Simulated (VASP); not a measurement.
Wanted: the native input for a VASP 6.6.1 run.

```yaml
Task: single point
Functional: r2SCAN
Potentials_or_basis: VASP PAW PBE potentials, release 64 (C)
Cutoff: 520 eV
k_mesh: 12 × 12 × 12
Occupations: gaussian, width 0.05 eV
Spin: no spin polarisation
Dipole_correction: no
Further_INCAR_settings: ALGO = Normal; EDIFF = 1e-06; NBANDS = 11
```

Crystal: C.

```
CELL_PARAMETERS angstrom
0.00000 1.78014 1.78014
1.78014 0.00000 1.78014
1.78014 1.78014 0.00000
ATOMIC_POSITIONS crystal
C 0.50000 0.50000 0.50000
C 0.75000 0.75000 0.75000
```

One way to write it, as run:

POSCAR

```
C
1.0
    0.0000000000      1.7801417077      1.7801417077
    1.7801417077      0.0000000000      1.7801417077
    1.7801417077      1.7801417077      0.0000000000
C
2
Direct
    0.5000000000      0.5000000000      0.5000000000
    0.7500000000      0.7500000000      0.7500000000
```

INCAR.step1

```
  ALGO = Normal
  EDIFF = 1E-4
  ENCUT = 520
  GGA = PE
  ISMEAR = 0
  LASPH = True
  LCHARG = False
  LREAL = False
  LWAVE = True
  NBANDS = 11
  NELM = 100
  PREC = Accurate
  SIGMA = 0.05
```

INCAR.step2

```
  ALGO = Normal
  EDIFF = 1E-6
  ENCUT = 520
  ISIF = 2
  ISMEAR = 0
  ISTART = 1
  LASPH = True
  LCHARG = True
  LELF = True
  LMIXTAU = True
  LREAL = False
  LVHAR = True
  LWAVE = False
  METAGGA = R2SCAN
  NBANDS = 11
  NELM = 100
  PREC = Accurate
  SIGMA = 0.05
```

KPOINTS

```
k-points
0
Gamma
  12 12 12
```

Potentials or basis: VASP PAW PBE potentials, release 64 (C).

Launch:

```bash
$ cat potpaw_PBE.64/C/POTCAR > POTCAR
$ cp INCAR.step1 INCAR
$ mpirun -np 1 vasp_std > vasp.out
$ cp INCAR.step2 INCAR
$ mpirun -np 1 vasp_std > vasp.out
```

Results of the run:

The pressure is 1.1 GPa. The band gap on the k mesh is 4.36 eV, indirect (least direct gap 5.85 eV).

Caveat: the PAW data sets were made with another functional, which shifts forces and pressure a little.

Wall time 15 s on 1 thread of Intel(R) Xeon(R) 6975P-C (Granite Rapids) (shared host), peak memory 0.12 GiB.
